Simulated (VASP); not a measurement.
Al:

```
Al
1.0
     2.72462    0.00000    0.00000
    -1.36231    2.35959    0.00000
     0.00000    0.00000    3.38960
Al
2
Direct
  0.33333 0.66667 0.00000
  0.66667 0.33333 0.00000
```

| Property | Result |
| --- | --- |
| Program | VASP 6.6.1 |
| Task | relaxation of cell and atoms |
| Functional | PBE |
| Potentials or basis | VASP PAW PBE potentials, release 64 (Al) |
| Cutoff | 600 eV |
| k mesh | 9 × 9 × 6 |
| Occupations | gaussian, width 0.1 eV |
| Spin | no spin polarisation |

At the start: pressure 329.4 GPa; volume 10.90 Å³/atom.

Question: How do energy, volume and symmetry change on relaxing?

Answer: Over 15 steps the energy falls by 13578.9 meV/atom and the volume is 24.66 Å³/atom (+126.3 %); space group P6/mmm (No. 191, to 0.05 Å).

Step by step:
```csv
step,energy change (eV),largest force (eV/Å),pressure (GPa),volume (Å³)
1,0.0000,0.0000,329.40,21.79
2,-24.2760,0.0000,-3.73,148.54
3,-24.3657,0.0000,-3.89,142.71
4,-24.4551,0.0000,-4.06,137.16
5,-26.5946,0.0000,-5.75,67.25
6,-24.5224,0.0000,33.17,41.43
7,-26.7005,0.0000,-4.62,63.45
8,-26.7417,0.0000,-1.14,57.59
9,-26.7512,0.0000,-2.56,59.51
10,-26.7500,0.0000,-1.91,58.57
11,-26.8973,0.0000,-1.87,55.45
12,-27.1273,0.0000,3.30,46.01
13,-27.1377,0.0000,0.47,48.93
14,-27.1476,0.0000,1.42,47.72
15,-27.1578,0.0000,-0.15,49.32
```

Final structure:
```
Al
1.0
     4.57766    0.00000    0.00000
    -2.28883    3.96437    0.00000
     0.00000    0.00000    2.71780
Al
2
Direct
  0.33333 0.66667 0.00000
  0.66667 0.33333 0.00000
```

Caveat: the volume moved by over 15 % at a fixed basis, so the end points are rough.
